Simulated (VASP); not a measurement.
# Co (P6_3/mmc) in VASP: electric field gradients with LDA

Aim: the electric field gradients of Co with LDA.

Everything below comes from runs of VASP 6.6.1. Logs are shortened: lines on timing, memory, paths and dates and some standing lists are left out, and cuts for length are marked.

### 1 The cell of the first run

Symmetry: P6_3/mmc, No. 194, hexagonal system. The conventional cell has a = 2.507 Å, b = 2.507 Å, c = 4.070 Å, α = 90.00°, β = 90.00°, γ = 120.00°. Within 3.3 Å of Co (site symmetry -6m2) lie 12 Co at 2.50 to 2.51 Å.

### 2 Electric field gradients, LDA, collinear spin, ferromagnetic start

Contents of INCAR:

```
SYSTEM = Co
PREC     = Accurate       ! precision mode
ENCUT    = 520            ! plane-wave cutoff, eV
EDIFF    = 1E-8           ! SCF threshold, eV
ISMEAR   = 0              ! smearing method
SIGMA    = 0.05           ! smearing width, eV
LREAL    = .False.        ! projectors in reciprocal space
LASPH    = .True.         ! aspherical terms in the spheres
NELM     = 150            ! most SCF steps
ALGO     = Normal         ! electronic algorithm
ISIF     = 2              ! what is computed and relaxed
LWAVE    = .False.        ! write WAVECAR
LCHARG   = .False.        ! write CHGCAR
ISPIN    = 2              ! spin polarisation
MAGMOM   = 1.72 1.72      ! initial moments
LORBIT   = 11             ! projections on sites
LMAXMIX  = 4              ! l up to which the mixer works
LEFG     = .True.       
NBANDS   = 20             ! bands
```

Contents of KPOINTS:

```
regular mesh
0
Gamma
  20 20 12
  0 0 0
```

Contents of POSCAR:

```
Co
1.0
    2.5074000000      0.0000000000      0.0000000000
   -1.2537000000      2.1714720974      0.0000000000
    0.0000000000      0.0000000000      4.0699000000
Co
2
Direct
    0.3333333333      0.6666666667      0.2500000000
    0.6666666667      0.3333333333      0.7500000000
```

Potentials or basis: VASP PAW LDA potentials, release 64 (Co).

Run with:

```
$ cat potpaw_LDA.64/Co/POTCAR > POTCAR
$ mpirun -np 1 vasp_std > vasp.out
```

OUTCAR:

```text
SYSTEM = Co
   PREC = Accurate
   ENCUT = 520
   EDIFF = 1E-8
   ISMEAR = 0
   LREAL = .False.
   LASPH = .True.
   NELM = 150
   ISIF = 2
   ISPIN = 2
   LORBIT = 11

 ion  position               nearest neighbor table
   1  0.333  0.667  0.250-   2 2.50   2 2.50   2 2.50   2 2.50   2 2.50   2 2.50
   2  0.667  0.333  0.750-   1 2.50   1 2.50   1 2.50   1 2.50   1 2.50   1 2.50

  LATTYP: Found a hexagonal cell.
 ALAT       =     2.5074000000
 C/A-ratio  =     1.6231554598

  Lattice vectors:

 A1 = (   2.5074000000,   0.0000000000,   0.0000000000)
 A2 = (  -1.2537000000,   2.1714720974,   0.0000000000)
 A3 = (   0.0000000000,   0.0000000000,   4.0699000000)

Analysis of symmetry for initial positions (statically):
=====================================================================
 Subroutine PRICEL returns:
 Original cell was already a primitive cell.

 Routine SETGRP: Setting up the symmetry group for a
 hexagonal supercell.

 Subroutine GETGRP returns: Found 24 space group operations
 (whereof 12 operations were pure point group operations)
 out of a pool of 24 trial point group operations.

The static configuration has the point symmetry D_3d.
 The point group associated with its full space group is D_6h.

Analysis of symmetry for dynamics (positions and initial velocities):
=====================================================================
 Subroutine PRICEL returns:
 Original cell was already a primitive cell.

 Routine SETGRP: Setting up the symmetry group for a
 hexagonal supercell.

 Subroutine GETGRP returns: Found 24 space group operations
 (whereof 12 operations were pure point group operations)
 out of a pool of 24 trial point group operations.

The dynamic configuration has the point symmetry D_3d.
 The point group associated with its full space group is D_6h.

Analysis of structural, dynamic, and magnetic symmetry:
=====================================================================
 Subroutine PRICEL returns:
 Original cell was already a primitive cell.

 Routine SETGRP: Setting up the symmetry group for a
 hexagonal supercell.

 Subroutine GETGRP returns: Found 24 space group operations
 (whereof 12 operations were pure point group operations)
 out of a pool of 24 trial point group operations.

The overall configuration has the point symmetry D_3d.
 The point group associated with its full space group is D_6h.

 Subroutine INISYM returns: Found 24 space group operations
 (whereof 12 operations are pure point group operations),
 and found     1 'primitive' translations

----------------------------------------------------------------------------------------

                                     Primitive cell

  volume of cell :      22.1596

  direct lattice vectors                    reciprocal lattice vectors
     2.507400000  0.000000000  0.000000000     0.398819494  0.230258542  0.000000000
    -1.253700000  2.171472097  0.000000000     0.000000000  0.460517085  0.000000000
     0.000000000  0.000000000  4.069900000     0.000000000  0.000000000  0.245706283

  length of vectors
     2.507400000  2.507400000  4.069900000     0.460517085  0.460517085  0.245706283

  position of ions in fractional coordinates (direct lattice)
     0.333333333  0.666666667  0.250000000
     0.666666667  0.333333333  0.750000000

  ion indices of the primitive-cell ions
   primitive index   ion index
                 1           1
                 2           2

----------------------------------------------------------------------------------------

 KPOINTS: regular mesh

Automatic generation of k-mesh.
 Grid dimensions read from file:
 generate k-points for:   20   20   12

 Generating k-lattice:

  Cartesian coordinates                     Fractional coordinates (reciprocal lattice)
     0.019940975  0.011512927  0.000000000     0.050000000  0.000000000  0.000000000
     0.000000000  0.023025854  0.000000000     0.000000000  0.050000000  0.000000000
     0.000000000  0.000000000  0.020475524     0.000000000  0.000000000  0.083333333

[... 56 lines left out ...]
   EDIFF  = 0.1E-07   stopping-criterion for ELM
   LREAL  =      F    real-space projection
   EDIFFG = 0.1E-06   stopping-criterion for IOM
   NSW    =      0    number of steps for IOM
   IBRION =     -1    ionic relax: 0-MD 1-quasi-New 2-CG
   NFREE  =      0    steps in history (QN), initial steepest desc. (CG)
   ISIF   =      2    stress and relaxation
   ISYM   =      2    0-nonsym 1-usesym 2-fastsym
   POTIM  = 0.5000    time-step for ionic-motion
   TEBEG  =    0.0;   TEEND  =   0.0 temperature during run
   PSTRESS=    0.0 pullay stress
   NELECT =      18.0000    total number of electrons
   NUPDOWN=      -1.0000    fix difference up-down
   EMIN   =  10.00;   EMAX   =-10.00  energy-range for DOS
   EFERMI =   0.00;   METHOD = LEGACY
   ISMEAR =     0;   SIGMA  =   0.05  broadening in eV -4-tet -1-fermi 0-gaus
   EFERMI_NEDOS =   21; number of points for ismear=-14 and -15
   IALGO  =     38    algorithm
   IMIX   =      4    mixing-type and parameters
     AMIX     =   0.40;   BMIX     =  1.00
     AMIX_MAG =   1.60;   BMIX_MAG =  1.00
  volume/ion in A,a.u.               =      11.08        74.77
  Fermi-wavevector in a.u.,A,eV,Ry     =   1.527490  2.886538 31.745475  2.333227
  Thomas-Fermi vector in A             =   2.635379
   LORBIT       =     11    0 simple, 1 ext, 2 COOP (PROOUT), +10 PAW based schemes
   GGA     = CA    functional components
   LHFCALC =     F    Hartree Fock is set to
   AEXX    =    0.0000 exact exchange contribution
   IVDW    =     0    specifies the selected vdW correction
   LEPSILON=     F    determine dielectric tensor
   LRPA    =     F    only Hartree local field effects (RPA)
 spin polarized calculation
 Gauss-broadening in eV      SIGMA  =   0.05
  energy-cutoff  :      520.00
  volume of cell :       22.16
 maximum number of plane-waves:       614
 NGX is ok and might be reduce to    20
   NGX =  9   NGY =  9   NGZ = 15

 number of electron      18.0000002 magnetization       3.1441367

 Free energy of the ion-electron system (eV)
  ---------------------------------------------------
  ext. energy  EPLUGINS =         0.00000000
  ---------------------------------------------------
  free energy    TOTEN  =       -16.08156837 eV

  energy without entropy =      -16.07938397  energy(sigma->0) =      -16.08047617

 E-fermi :   9.5848     XC(G=0): -13.6148

 val. band max:        9.5810839859   @ k =   0.1000   0.0000   0.2500
 cond. band min:       9.5888253013   @ k =   0.3000   0.2000   0.4167
 fundamental gap:      0.0077413154
 Fermi energy:         9.5848088908

 spin component 1

 k-point     1 :       0.0000    0.0000    0.0000
  band No.  band energies     occupation
      1       0.8260      1.00000
      2       4.6478      1.00000
      3       7.1514      1.00000
      4       7.2015      1.00000
      5       7.2015      1.00000
      6       7.5036      1.00000
[... 541 lines left out ...]
     19      33.4722      0.00000
     20      34.4726      0.00000

 [... further k-points ...]

 spin component 2

 k-point     1 :       0.0000    0.0000    0.0000
  band No.  band energies     occupation
      1       0.9977      1.00000
      2       5.5514      1.00000
      3       8.5950      1.00000
      4       8.6430      1.00000
      5       8.6430      1.00000
      6       8.9885      1.00000
[... 541 lines left out ...]
     19      33.8732      0.00000
     20      34.9039      0.00000

 [... further k-points ...]
[... 5 lines left out ...]
  --------------------------------------------------------------------------------------
  -------------------------------------------------------------------------------------
  Total       -2.9932088     -2.9932088     -3.2651723     -0.0000000      0.0000000      0.0000000
  in kB     -216.4143128   -216.4143127   -236.0777570     -0.0000000      0.0000000      0.0000000
  external PRESSURE =    -222.9687942 kB  Pullay stress =       0.0000000 kB

 VOLUME and BASIS-vectors are now :
 -----------------------------------------------------------------------------
  energy-cutoff  :      520.00
  volume of cell :       22.16
      direct lattice vectors                 reciprocal lattice vectors
     2.507400000  0.000000000  0.000000000     0.398819494  0.230258542  0.000000000
    -1.253700000  2.171472097  0.000000000     0.000000000  0.460517085  0.000000000
     0.000000000  0.000000000  4.069900000     0.000000000  0.000000000  0.245706283

 POSITION                                       TOTAL-FORCE (eV/Angst)
 -----------------------------------------------------------------------------------
     -0.00000      1.44765      1.01747         0.000000     -0.000000      0.000000
      1.25370      0.72382      3.05242        -0.000000      0.000000      0.000000
 -----------------------------------------------------------------------------------
    total drift:                                0.000000      0.000000     -0.000000

  FREE ENERGIE OF THE ION-ELECTRON SYSTEM (eV)
  ---------------------------------------------------
  free  energy   TOTEN  =       -16.0815683731 eV

  energy  without entropy=      -16.0793839706  energy(sigma->0) =      -16.08047617

 Electric field gradients (V/A^2)
---------------------------------------------------------------------
 ion       V_xx      V_yy      V_zz      V_xy      V_xz      V_yz
---------------------------------------------------------------------
   1       1.223     1.223    -2.446    -0.001     0.000    -0.000
   2       1.223     1.223    -2.446    -0.001    -0.000     0.000
---------------------------------------------------------------------

 Electric field gradients after diagonalization (V/A^2)
 (convention: |V_zz| > |V_xx| > |V_yy|)
----------------------------------------------------------------------
 ion       V_xx      V_yy      V_zz     asymmetry (V_yy - V_xx)/ V_zz
----------------------------------------------------------------------
   1       1.224     1.222    -2.446       0.001
   2       1.224     1.222    -2.446       0.001
----------------------------------------------------------------------

           NMR quadrupolar parameters

 Cq : quadrupolar parameter    Cq=e*Q*V_zz/h
 eta: asymmetry parameters     (V_yy - V_xx)/ V_zz
 Q  : nuclear electric quadrupole moment in mb (millibarn)
----------------------------------------------------------------------
 ion       Cq(MHz)       eta       Q (mb)
----------------------------------------------------------------------
   1      -0.006       0.001       1.000
   2      -0.006       0.001       1.000
----------------------------------------------------------------------

 total charge

# of ion       s       p       d       tot
------------------------------------------
    1        0.480   0.497   7.266   8.243
    2        0.480   0.497   7.266   8.243
--------------------------------------------------
tot          0.959   0.994  14.533  16.486

 magnetization (x)

# of ion       s       p       d       tot
------------------------------------------
    1       -0.013  -0.039   1.631   1.579
    2       -0.013  -0.039   1.631   1.579
--------------------------------------------------
tot         -0.026  -0.078   3.262   3.158
```

Wall time 3.3 min (1 thread of Intel Xeon Platinum 8259CL at 2.50GHz (Skylake/Cascade Lake), shared host); peak memory 0.28 GiB.

What came out:

```
Free energy                                           : -16.0816 eV
Pressure                                              : -22.3 GPa
Net moment                                            : 3.14 μB per cell
Site moments                                          : Co +1.58 μB
Largest electric field gradient by atom               : Co -2.4 V/Å²
Valence electrons inside the program's atomic spheres : Co 8.24
```

Stress tensor (GPa, compression positive):
```
-21.64   0.00   0.00
  0.00 -21.64   0.00
  0.00   0.00 -23.61
```

Electric field gradients, principal values (V/Å²):
```csv
atom,least,middle,greatest (by size)
1 Co,1.222,1.224,-2.446
2 Co,1.222,1.224,-2.446
```

Caveat: the cell stands under tension; without QUAD_EFG the Cq values of the log hold for a quadrupole moment of 1 mb, not for the nuclei.
